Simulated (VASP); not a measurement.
CdF2:

```xyz
3
Lattice="0.0000 2.6576 2.6576 2.6576 0.0000 2.6576 2.6576 2.6576 0.0000" Properties=species:S:1:pos:R:3 pbc="T T T"
Cd    0.0000    0.0000    0.0000
F     3.9864    3.9864    3.9864
F     1.3288    1.3288    1.3288
```

Base run:

* Program: VASP 6.6.1
* Functional: LDA
* Potentials or basis: VASP PAW LDA potentials, release 64 (Cd, F)
* Cutoff: 520 eV
* k mesh: 9 × 9 × 9
* Occupations: fermi-dirac, width 0.05 eV
* Spin: no spin polarisation

Its results: band gap on the k mesh 2.97 eV (least direct gap 3.37 eV); pressure 0.0 GPa.

Q: The run is repeated on the same cell with these changes: potentials or basis from VASP PAW LDA potentials, release 64 (Cd, F) to VASP PAW LDA potentials, release 64 (Cd_sv_GW, F); cutoff from 520 eV to 600 eV; further incar settings from ALGO = Normal; EDIFF = 1e-06; NBANDS = 20 to ALGO = Normal; EDIFF = 1e-06; NBANDS = 24; valence electrons from 26 to 34. What comes out?

A: Band gap on the k mesh 2.99 eV (least direct gap 3.38 eV); pressure -1.8 GPa.

Caveats: an odd mesh through Γ misses points on the zone boundary, where band edges can lie.
